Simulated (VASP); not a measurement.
Wanted: the native input for a VASP 6.6.1 run.

- Task: single point
- Functional: PBE
- Dispersion: D3(BJ)
- Potentials or basis: VASP PAW PBE potentials, release 64 (S, Pt)
- Cutoff: 400 eV
- k mesh: 12 × 12 × 1
- Occupations: gaussian, width 0.03 eV
- Spin: no spin polarisation
- Dipole correction: yes
- Further INCAR settings: ALGO = Normal; EDIFF = 1e-06; NBANDS = 18; NELMDL = -8

The structure of PtS2 (m.A) lies in POSCAR:

```
PtS2
1.0
    3.5414557671      0.0000000000      0.0000000000
   -1.7707278836      3.0669906607      0.0000000000
    0.0000000000      0.0000000000     28.7200000024
S Pt
2 1
Direct
    0.3333333333      0.6666666667      0.2433204643
    0.6666666667      0.3333333333      0.3297993128
    0.0000000000      0.0000000000      0.2865598886
```

These files were run (other wordings do the same):

INCAR

```
ALGO     = Normal         # electronic algorithm
DIPOL    = 0.5 0.5 0.287
EDIFF    = 1E-6           # SCF threshold, eV
ENCUT    = 400            # plane-wave cutoff, eV
GGA      = PE             # functional
GGA_COMPAT= F            
IDIPOL   = 3            
ISIF     = 2              # what is computed and relaxed
ISMEAR   = 0              # smearing method
IVDW     = 12             # dispersion correction
LASPH    = T              # aspherical terms in the spheres
LCHARG   = F              # write CHGCAR
LDIPOL   = T            
LREAL    = F              # projectors in reciprocal space
LWAVE    = F              # write WAVECAR
NBANDS   = 18             # bands
NELM     = 120            # most SCF steps
NELMDL   = -8           
PREC     = Accurate       # precision mode
SIGMA    = 0.03           # smearing width, eV
```

KPOINTS

```
k-points
0
Gamma
  12 12 1
```

Potentials or basis: VASP PAW PBE potentials, release 64 (S, Pt).

Launch:

```bash
$ cat potpaw_PBE.64/S/POTCAR potpaw_PBE.64/Pt/POTCAR > POTCAR
$ mpirun -np 1 vasp_std > vasp.out
```

It gave:

* Largest force: 0.039 eV/Å
* Band gap on the k mesh: 1.83 eV, indirect (least direct gap 1.97 eV)
* Dispersion energy per atom: -0.276 eV

Caveat: spin-orbit coupling is left out, which moves the levels of the heavy elements.

Run time: 97 s on 1 thread of Intel(R) Xeon(R) Platinum 8375C CPU @ 2.90GHz (Ice Lake), on a shared host, peak memory 0.34 GiB.
